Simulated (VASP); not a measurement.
Runs of VASP 6.6.1 on SiSn2. The structure is that of space group P6/mmm (No. 191), or close to it. The cells are those of the table. 

| task | cell | k mesh | cutoff (eV) | gap on the mesh (eV) | pressure (GPa) | relaxed volume (Å³/atom) |
| --- | --- | --- | --- | --- | --- | --- |
| relaxation of cell and atoms | relaxed from a = 5.254, b = 5.254, c = 3.045 Å, angles 90.0, 90.0, 120.0°, 3 atoms | 12 × 12 × 16 | 600 | none | 0.0 | (a) |
| single point | a = 5.163, b = 5.163, c = 3.162 Å, angles 90.0, 90.0, 120.0°, 3 atoms | 6 × 6 × 4 | 520 | none | 0.0 | - |
| relaxation of cell and atoms | relaxed from a = 4.052, b = 4.052, c = 4.375 Å, angles 90.0, 90.0, 120.0°, 3 atoms | 6 × 6 × 4 | 600 | none | -0.1 | 24.34 |
| single point | a = 5.280, b = 5.280, c = 3.018 Å, angles 90.0, 90.0, 120.0°, 3 atoms | 12 × 12 × 16 | 520 | none | -0.1 | - |

Alike in all rows: level PBE; potentials or basis VASP PAW PBE potentials, release 64 (Si, Sn_d); no spin polarisation; smearing gaussian 0.1 eV.

Problem. Fill in the values left out.

Solution. (a) 24.28.

Caveats: some runs use coarse meshes; spin-orbit coupling is left out, which moves the levels of the heavy elements; the volume moved by over 15 % at a fixed basis, so the end points are rough (at least some runs).

A k mesh can miss the band edges, and the runs leave out spin-orbit coupling on Sn.

A gap of «none» marks levels without a gap at the run's occupations.
